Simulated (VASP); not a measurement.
Set up this calculation in VASP 6.6.1, as the native input.

```yaml
Task: single point
Functional: PBEsol
Potentials_or_basis: VASP PAW PBE potentials, release 64 (Sb)
Cutoff: 520 eV
k_mesh: 8 × 8 × 8
Occupations: fermi-dirac, width 0.05 eV
Spin: non-collinear spin, zero start, spin-orbit coupling
Starting_moments: "[[0.0, 0.0, 0.0], [0.0, 0.0, 0.0]] μB"
Dipole_correction: no
Further_INCAR_settings: ALGO = Normal; EDIFF = 1e-06; NBANDS = 22
```

The structure of Sb lies in POSCAR:

```
Sb
1.0
    2.1964499421      1.2681209653      3.8317049867
   -2.1964499421      1.2681209653      3.8317049867
    0.0000000000     -2.5362419306      3.8317049867
Sb
2
Direct
    0.7665100000      0.7665100000      0.7665100000
    0.2334900000      0.2334900000      0.2334900000
```

One way to write it, as run:

INCAR

```
SYSTEM = Sb
PREC = Accurate ; ENCUT = 520
EDIFF = 1E-6 ; ISMEAR = -1
SIGMA = 0.05 ; LREAL = .False.
LASPH = .True. ; NELM = 150
ALGO = Normal ; ISIF = 2
LWAVE = .False. ; LCHARG = .False.
MAGMOM = 0 0 0 0 0 0 ; LORBIT = 11
LSORBIT = .True. ; GGA_COMPAT = .False.
LORBMOM = .True. ; GGA = PS
NBANDS = 22
```

KPOINTS

```
Automatic mesh
0
Gamma
  8 8 8
  0 0 0
```

Potentials or basis: VASP PAW PBE potentials, release 64 (Sb).

The run is started by

```sh
$ cat potpaw_PBE.64/Sb/POTCAR > POTCAR
$ mpirun -np 1 vasp_ncl > vasp.out
```

It gave:

```
Pressure                                              : -2.7 GPa
Largest force                                         : 0.131 eV/Å
Net moment                                            : 0.00 μB per cell
Valence electrons inside the program's atomic spheres : Sb 2.37
```

Caveat: the PAW data sets were made with another functional, which shifts forces and pressure a little.

Run time: 79 s on 1 thread of Intel(R) Xeon(R) 6975P-C (Granite Rapids), on a shared host, peak memory 0.45 GiB.
